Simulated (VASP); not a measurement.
## Be16CO: single point with PBE

The system is Be16CO, a slab with vacuum.

```
Be C O
1.0
     4.52544    0.00000    0.00000
    -2.26272    3.91914    0.00000
     0.00000    0.00000   23.47617
Be C O
16 1 1
Cartesian
  1.1314 0.6532 4.0000
  0.0000 2.6128 4.0000
  3.3941 0.6532 4.0000
  2.2627 2.6128 4.0000
  0.0000 1.3064 5.7834
  -1.1314 3.2660 5.7834
  2.2627 1.3064 5.7834
  1.1314 3.2660 5.7834
  1.1314 0.6532 7.6108
  0.0000 2.6128 7.6108
  3.3941 0.6532 7.6108
  2.2627 2.6128 7.6108
  0.0000 1.3064 9.4762
  -1.1314 3.2660 9.4762
  2.2627 1.3064 9.4762
  1.1314 3.2660 9.4762
  0.0000 1.3064 11.1162
  0.7104 0.8963 11.9364
```

```json
{
 "Program": "VASP 6.6.1",
 "Task": "single point",
 "Functional": "PBE",
 "Potentials or basis": "VASP PAW PBE potentials, release 64 (Be, C, O)",
 "Cutoff": "520 eV",
 "k mesh": "6 × 6 × 1",
 "Occupations": "gaussian, width 0.1 eV",
 "Spin": "no spin polarisation"
}
```

| Item | Value |
| --- | --- |
| Largest force | 2.880 eV/Å |
| Band gap on the k mesh | zero (band 21 reaches -0.75 eV, above the bottom of band 22 at -1.96 eV) |

Forces on the atoms (eV/Å):
```
Be  -0.034  0.020 -0.149
Be  -0.036 -0.053 -0.106
Be   0.028  0.058 -0.106
Be   0.037 -0.021 -0.112
Be   0.002 -0.001  0.512
Be  -0.058 -0.028  0.253
Be  -0.005  0.064  0.253
Be   0.069 -0.040  0.135
Be   0.171 -0.099 -0.111
Be  -0.024  0.175  0.110
Be  -0.163 -0.067  0.110
Be  -0.015  0.009 -0.138
Be  -0.556  0.321 -0.957
Be  -0.171  0.193 -0.631
Be  -0.252  0.051 -0.631
Be   0.102 -0.059 -0.441
C    1.496 -0.864 -0.791
O   -0.591  0.341  2.798
```

Levels at points of the mesh, in eV from the Fermi level:
```tsv
k point	band 19	band 20	band 21	band 22	band 23	band 24
(0.00, 0.00, 0.00)	-1.82	-1.81	-1.81	-0.88	0.72	1.86
(0.50, 0.00, 0.00)	-0.91	-0.21	0.27	0.55	1.31	1.99
(0.50, 0.50, 0.00)	-0.93	-0.11	0.34	0.50	1.19	2.39
```

Wall time 4.3 min on 1 thread of Intel(R) Xeon(R) 6975P-C (Granite Rapids) (shared host), peak memory 0.55 GiB.
